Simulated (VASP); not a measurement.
# TiSi2 (Immm) in VASP: single point with r2SCAN

Aim: the single point of TiSi2 with r2SCAN.

All numbers are computed with VASP 6.6.1; they aren't measurements. Logs are shortened: lines on timing, memory, paths and dates and some standing lists are left out, and cuts for length are marked.

## 1. The cell of the first run

It takes space group Immm (No. 71, orthorhombic). Conventional cell: a = 2.946 Å, b = 3.424 Å, c = 8.424 Å, α = 90.00°, β = 90.00°, γ = 90.00°. Ti (site symmetry mmm) has 10 Si at 2.67 to 2.78 Å and 4 Ti at 2.95 to 3.42 Å within 3.5 Å. Si (site symmetry mm2) has 9 Si at 2.63 to 3.42 Å and 5 Ti at 2.67 to 2.78 Å within 3.5 Å.

## 2. Single point, r2SCAN

Contents of POSCAR:

```
TiSi2
1.0
   -1.4728720000      1.7121300000      4.2120830000
    1.4728720000     -1.7121300000      4.2120830000
    1.4728720000      1.7121300000     -4.2120830000
Ti Si
1 2
Direct
    0.0000000000      0.0000000000      0.0000000000
    0.3299220000      0.3299220000      0.0000000000
    0.6700780000      0.6700780000      0.0000000000
```

Contents of INCAR.step1:

```
ALGO = Normal
EDIFF = 1E-4
ENCUT = 520
GGA = PE
ISMEAR = -1
LASPH = True
LCHARG = False
LREAL = False
LWAVE = True
NBANDS = 17
NELM = 100
PREC = Accurate
SIGMA = 0.1
```

Contents of INCAR.step2:

```
ALGO = Normal
EDIFF = 1E-6
ENCUT = 520
ISIF = 2
ISMEAR = -1
ISTART = 1
LASPH = True
LCHARG = True
LELF = True
LMIXTAU = True
LREAL = False
LVHAR = True
LWAVE = False
METAGGA = R2SCAN
NBANDS = 17
NELM = 100
PREC = Accurate
SIGMA = 0.1
```

Contents of KPOINTS:

```
k-points
0
Gamma
  12 12 12
```

Potentials or basis: VASP PAW PBE potentials, release 64 (Ti_sv, Si).

Launch:

```bash
$ cat potpaw_PBE.64/Ti_sv/POTCAR potpaw_PBE.64/Si/POTCAR > POTCAR
$ cp INCAR.step1 INCAR
$ mpirun -np 1 vasp_std > vasp.out
$ cp INCAR.step2 INCAR
$ mpirun -np 1 vasp_std > vasp.out
```

OUTCAR:

```text
EDIFF = 1E-6
   ENCUT = 520
   ISIF = 2
   ISMEAR = -1
   ISTART = 1
   LASPH = True
   LREAL = False
   METAGGA = R2SCAN
   NELM = 100
   PREC = Accurate

 ion  position               nearest neighbor table
   1  0.000  0.000  0.000-   3 2.67   3 2.67   3 2.67   2 2.67   3 2.67   2 2.67   2 2.67   2 2.67
                             2 2.78   3 2.78
   2  0.330  0.330  0.000-   3 2.63   3 2.63   3 2.63   3 2.63   1 2.67   1 2.67   1 2.67   1 2.67
                             1 2.78   3 2.87
   3  0.670  0.670  0.000-   2 2.63   2 2.63   2 2.63   2 2.63   1 2.67   1 2.67   1 2.67   1 2.67
                             1 2.78   2 2.87

  LATTYP: Found a body centered orthorhombic cell.
 ALAT       =     2.9457440000
 B/A-ratio  =     1.1624431723
 C/A-ratio  =     2.8597753233

  Lattice vectors:

 A1 = (  -1.4728720000,   1.7121300000,   4.2120830000)
 A2 = (   1.4728720000,  -1.7121300000,   4.2120830000)
 A3 = (   1.4728720000,   1.7121300000,  -4.2120830000)

Analysis of symmetry for initial positions (statically):
=====================================================================
 Subroutine PRICEL returns:
 Original cell was already a primitive cell.

 Routine SETGRP: Setting up the symmetry group for a
 body centered orthorhombic supercell.

 Subroutine GETGRP returns: Found  8 space group operations
 (whereof  8 operations were pure point group operations)
 out of a pool of  8 trial point group operations.

The static configuration has the point symmetry D_2h.

Analysis of symmetry for dynamics (positions and initial velocities):
=====================================================================
 Subroutine PRICEL returns:
 Original cell was already a primitive cell.

 Routine SETGRP: Setting up the symmetry group for a
 body centered orthorhombic supercell.

 Subroutine GETGRP returns: Found  8 space group operations
 (whereof  8 operations were pure point group operations)
 out of a pool of  8 trial point group operations.

The dynamic configuration has the point symmetry D_2h.

 Subroutine INISYM returns: Found  8 space group operations
 (whereof  8 operations are pure point group operations),
 and found     1 'primitive' translations

----------------------------------------------------------------------------------------

                                     Primitive cell

  volume of cell :      42.4873

  direct lattice vectors                    reciprocal lattice vectors
    -1.472872000  1.712130000  4.212083000     0.000000000  0.292033899  0.118706113
     1.472872000 -1.712130000  4.212083000     0.339472812  0.000000000  0.118706113
[... 85 lines left out ...]
   ENCUT  =  520.0 eV  38.22 Ry    6.18 a.u.   8.89  8.89  8.89*2*pi/ulx,y,z
   NELM   =    100;   NELMIN=  2; NELMDL=  0     # of ELM steps
   EDIFF  = 0.1E-05   stopping-criterion for ELM
   LREAL  =      F    real-space projection
   EDIFFG = 0.1E-04   stopping-criterion for IOM
   NSW    =      0    number of steps for IOM
   IBRION =     -1    ionic relax: 0-MD 1-quasi-New 2-CG
   NFREE  =      0    steps in history (QN), initial steepest desc. (CG)
   ISIF   =      2    stress and relaxation
   ISYM   =      2    0-nonsym 1-usesym 2-fastsym
   POTIM  = 0.5000    time-step for ionic-motion
   TEBEG  =    0.0;   TEEND  =   0.0 temperature during run
   PSTRESS=    0.0 pullay stress
   NELECT =      20.0000    total number of electrons
   NUPDOWN=      -1.0000    fix difference up-down
   EMIN   =  10.00;   EMAX   =-10.00  energy-range for DOS
   EFERMI =   0.00;   METHOD = LEGACY
   ISMEAR =    -1;   SIGMA  =   0.10  broadening in eV -4-tet -1-fermi 0-gaus
   EFERMI_NEDOS =   21; number of points for ismear=-14 and -15
   IALGO  =     38    algorithm
   IMIX   =      4    mixing-type and parameters
     AMIX     =   0.40;   BMIX     =  1.00
     AMIX_MAG =   1.60;   BMIX_MAG =  1.00
  volume/ion in A,a.u.               =      14.16        95.57
  Fermi-wavevector in a.u.,A,eV,Ry     =   1.273499  2.406564 22.065925  1.621800
  Thomas-Fermi vector in A             =   2.406319
   LORBIT       =      0    0 simple, 1 ext, 2 COOP (PROOUT), +10 PAW based schemes
   METAGGA = R2SCAN    functional components
   LHFCALC =     F    Hartree Fock is set to
   AEXX    =    0.0000 exact exchange contribution
   IVDW    =     0    specifies the selected vdW correction
   LEPSILON=     F    determine dielectric tensor
   LRPA    =     F    only Hartree local field effects (RPA)
 non-spin polarized calculation
  energy-cutoff  :      520.00
  volume of cell :       42.49
 maximum number of plane-waves:      1174
   NGX = 17   NGY = 17   NGZ = 17

 number of electron      19.9999998 magnetization

 Free energy of the ion-electron system (eV)
  ---------------------------------------------------
  ext. energy  EPLUGINS =         0.00000000
  ---------------------------------------------------
  free energy    TOTEN  =       -31.54258692 eV

  energy without entropy =      -31.50152505  energy(sigma->0) =      -31.52205599

 E-fermi :  10.0556     XC(G=0): -12.5392

 val. band max:       10.0554895339   @ k =   0.4167   0.1667   0.0000
 cond. band min:      10.0557667165   @ k =  -0.2500  -0.4167   0.0833
 fundamental gap:      0.0002771826
 Fermi energy:        10.0555715574

 k-point     1 :       0.0000    0.0000    0.0000
  band No.  band energies     occupation
      1     -48.5965      2.00000
      2     -23.8831      2.00000
      3     -23.8638      2.00000
      4     -23.5982      2.00000
      5      -3.3090      2.00000
      6       4.9260      2.00000
[... 457 lines left out ...]
      4     -23.6827      2.00000
      5      -0.9831      2.00000
      6       2.4596      2.00000
[... 9 lines left out ...]
     16      15.5898      0.00000
     17      18.1942      0.00000

 [... further k-points ...]
[... 5 lines left out ...]
  --------------------------------------------------------------------------------------
  -------------------------------------------------------------------------------------
  Total       -0.3474445     -0.5370150     -0.7133091     -0.0000000      0.0000000      0.0000000
  in kB      -13.1019948    -20.2506219    -26.8985996     -0.0000000      0.0000000      0.0000000
  external PRESSURE =     -20.0837388 kB  Pullay stress =       0.0000000 kB

 VOLUME and BASIS-vectors are now :
 -----------------------------------------------------------------------------
  energy-cutoff  :      520.00
  volume of cell :       42.49
      direct lattice vectors                 reciprocal lattice vectors
    -1.472872000  1.712130000  4.212083000     0.000000000  0.292033899  0.118706113
     1.472872000 -1.712130000  4.212083000     0.339472812  0.000000000  0.118706113
     1.472872000  1.712130000 -4.212083000     0.339472812  0.292033899  0.000000000

 POSITION                                       TOTAL-FORCE (eV/Angst)
 -----------------------------------------------------------------------------------
      0.00000      0.00000      0.00000        -0.000000     -0.000000      0.000000
      0.00000      0.00000      2.77932        -0.000000     -0.000000     -0.060732
      0.00000      0.00000      5.64485         0.000000      0.000000      0.060732
 -----------------------------------------------------------------------------------
    total drift:                               -0.000000      0.000000     -0.000000

  FREE ENERGIE OF THE ION-ELECTRON SYSTEM (eV)
  ---------------------------------------------------
  free  energy   TOTEN  =       -31.5425869215 eV

  energy  without entropy=      -31.5015250524  energy(sigma->0) =      -31.52205599
```

OUTCAR.step1:

```text
EDIFF = 1E-4
   ENCUT = 520
   GGA = PE
   ISMEAR = -1
   LASPH = True
   LREAL = False
[... 707 lines left out ...]
      0.00000      0.00000      0.00000        -0.000000      0.000000      0.000000
      0.00000      0.00000      2.77932        -0.000000      0.000000      0.004505
      0.00000      0.00000      5.64485         0.000000     -0.000000     -0.004505
 -----------------------------------------------------------------------------------
    total drift:                               -0.000000      0.000000     -0.000000

  FREE ENERGIE OF THE ION-ELECTRON SYSTEM (eV)
  ---------------------------------------------------
  free  energy   TOTEN  =       -19.8750382536 eV

  energy  without entropy=      -19.8289939732  energy(sigma->0) =      -19.85201611
```

OSZICAR.step1:

```text
N       E                     dE             d eps       ncg     rms          rms(c)
DAV:   1     0.132479407292E+03    0.13248E+03   -0.95871E+03  9521   0.121E+03
DAV:   2    -0.125809844224E+02   -0.14506E+03   -0.14127E+03  9723   0.317E+02
DAV:   3    -0.214356220946E+02   -0.88546E+01   -0.86575E+01 14492   0.719E+01
DAV:   4    -0.216858330430E+02   -0.25021E+00   -0.24948E+00 11763   0.111E+01
DAV:   5    -0.216941175599E+02   -0.82845E-02   -0.82822E-02 14818   0.191E+00    0.123E+01
DAV:   6    -0.203149864197E+02    0.13791E+01   -0.16215E+01 12379   0.341E+01    0.520E+00
DAV:   7    -0.199211180916E+02    0.39387E+00   -0.35073E+00 12097   0.153E+01    0.348E+00
DAV:   8    -0.198915260779E+02    0.29592E-01   -0.52165E-01 11402   0.644E+00    0.119E+00
DAV:   9    -0.198765787738E+02    0.14947E-01   -0.17484E-01 11366   0.392E+00    0.454E-01
DAV:  10    -0.198750870067E+02    0.14918E-02   -0.84892E-03 11773   0.751E-01    0.153E-01
DAV:  11    -0.198751281021E+02   -0.41095E-04   -0.31806E-03 13040   0.456E-01    0.133E-01
DAV:  12    -0.198750382536E+02    0.89848E-04   -0.60160E-04 10570   0.236E-01
   1 F= -.19875038E+02 E0= -.19852016E+02  d E =-.460443E-01
```

Wall time 9.4 min (1 thread of Intel Xeon Platinum 8559C (Emerald Rapids), shared host); peak memory 0.35 GiB.

Results:

* Free energy: -31.5426 eV
* Pressure: -2.0 GPa
* Largest force: 0.061 eV/Å
* Band gap on the k mesh: zero (band 10 reaches 11.50 eV, above the bottom of band 11 at 8.94 eV)

Forces in eV/Å, atoms in the order of the input:
```
Ti   0.000  0.000  0.000
Si   0.000  0.000 -0.061
Si   0.000  0.000  0.061
```

Caveat: the PAW data sets were made with another functional, which shifts forces and pressure a little.
